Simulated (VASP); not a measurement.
A run of VASP 6.6.1:

INCAR

```
  PREC = Accurate
  ENCUT = 600
  EDIFF = 1E-6
  ISMEAR = -1
  SIGMA = 0.1
  LREAL = F
  LASPH = T
  NELM = 80
  ALGO = Normal
  ISIF = 3
  LWAVE = F
  LCHARG = F
  GGA = PS
  IBRION = 2
  NSW = 80
  EDIFFG = -0.01
  ISYM = 0
```

The input KPOINTS:

```
Automatic mesh
0
Gamma
  13 13 9
```

Contents of POSCAR:

```
Ti
1.0
   -2.5702241168      2.5702241168      1.4033423678
    2.5702241168     -2.5702241168      1.4033423678
    2.5702241168      2.5702241168     -1.4033423678
Ti
2
Direct
    0.0000000000      0.0000000000      0.0000000000
    0.7500000000      0.2500000000      0.5000000000
```

Potentials or basis: VASP PAW PBE potentials, release 64 (Ti_sv).

Launch:

```bash
$ cat potpaw_PBE.64/Ti_sv/POTCAR > POTCAR
$ mpirun -np 1 vasp_std > vasp.out
```

Hardware: 1 thread of Oxide Virtual Turin-like Processor, on a shared host.

Question: Estimate the wall time of this run.

Answer: It took 110 min on 1 thread of Oxide Virtual Turin-like Processor, with other jobs on the host, peak memory 0.55 GiB. Counts: scf iterations 75, k points 761, ion steps 9.
